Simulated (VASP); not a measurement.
Wanted: the native input for a VASP 6.6.1 run.

* Task: single point
* Functional: PBE
* Potentials or basis: VASP PAW PBE potentials, release 64 (Al)
* Cutoff: 520 eV
* k mesh: 18 × 18 × 14
* Occupations: gaussian, width 0.1 eV
* Spin: no spin polarisation
* Dipole correction: no
* Further INCAR settings: ALGO = Normal; EDIFF = 1e-06; NBANDS = 10

The structure of Al lies in POSCAR:

```
Al
1.0
    2.0132324215      2.0132324215      0.0000000000
   -2.0132324215      2.0132324215      0.0000000000
    0.0000000000      0.0000000000      4.1022452352
Al
2
Direct
    0.0000000000      0.0000000000      0.0000000000
    0.5000000000      0.5000000000      0.5000000000
```

This cell differs from its parent crystal: uniaxial strain along c: +1.5 %.

One way to write it, as run:

INCAR

```
  PREC = Accurate
  ENCUT = 520
  EDIFF = 1E-6
  ISMEAR = 0
  SIGMA = 0.1
  LREAL = F
  LASPH = T
  NELM = 60
  ALGO = Normal
  ISIF = 2
  LWAVE = F
  LCHARG = T
  GGA = PE
  LELF = T
  LVHAR = T
  NBANDS = 10
```

KPOINTS

```
regular mesh
0
Gamma
  18 18 14
```

Potentials or basis: VASP PAW PBE potentials, release 64 (Al).

Launch:

```bash
$ cat potpaw_PBE.64/Al/POTCAR > POTCAR
$ mpirun -np 1 vasp_std > vasp.out
```

Results of the run:

| Item | Value |
| --- | --- |
| Pressure | -0.7 GPa |
| Band gap on the k mesh | zero (band 3 reaches 15.47 eV, above the bottom of band 4 at 3.55 eV) |

Caveat: the cell differs from its parent crystal (uniaxial strain along c: +1.5 %).

It took 43 s on 1 thread of Intel(R) Xeon(R) 6975P-C (Granite Rapids), on a shared host, peak memory 0.23 GiB.
